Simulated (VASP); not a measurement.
Write the native input for VASP 6.6.1 that does the following.

| Property | Result |
| --- | --- |
| Task | single point |
| Functional | PBE |
| Potentials or basis | VASP PAW PBE potentials, release 64 (Mg, B) |
| Cutoff | 600 eV |
| k mesh | 5 × 5 × 4 |
| Occupations | fermi-dirac, width 0.1 eV |
| Spin | no spin polarisation |
| Dipole correction | no |
| Further INCAR settings | ALGO = Normal; EDIFF = 1e-06; NBANDS = 11 |

The structure of MgB2 lies in POSCAR:

```
MgB2
1.0
    3.0850000000      0.0000000000      0.0000000000
   -1.5425000000      2.6716880000      0.0000000000
    0.0000000000      0.0000000000      3.5230000000
Mg B
1 2
Direct
   -0.0010954306     -0.0001474396      0.0001076314
    0.3352846300      0.6678577145      0.5006545618
    0.6671783154      0.3324737859      0.4991034419
```

The input as run:

INCAR

```
SYSTEM = MgB2
ALGO = Normal
EDIFF = 1E-6
ENCUT = 600
GGA = PE
GGA_COMPAT = .FALSE.
ISIF = 2
ISMEAR = -1
LASPH = .TRUE.
LCHARG = .FALSE.
LREAL = .FALSE.
LWAVE = .FALSE.
NBANDS = 11
NELM = 120
PREC = Accurate
SIGMA = 0.1
```

KPOINTS

```
k-points
0
G
  5 5 4
  0 0 0
```

Potentials or basis: VASP PAW PBE potentials, release 64 (Mg, B).

The run is started by

```console
$ cat potpaw_PBE.64/Mg/POTCAR potpaw_PBE.64/B/POTCAR > POTCAR
$ mpirun -np 1 vasp_std > vasp.out
```

It gave:

* Pressure: -1.5 GPa
* Largest force: 0.085 eV/Å
* Band gap on the k mesh: zero (band 4 reaches 6.07 eV, above the bottom of band 5 at 3.95 eV)

Caveat: the k points lie up to 0.47 Å⁻¹ apart.

Wall time 12 s on 1 thread of Intel Xeon 6975P-C, on a shared host, peak memory 0.17 GiB.
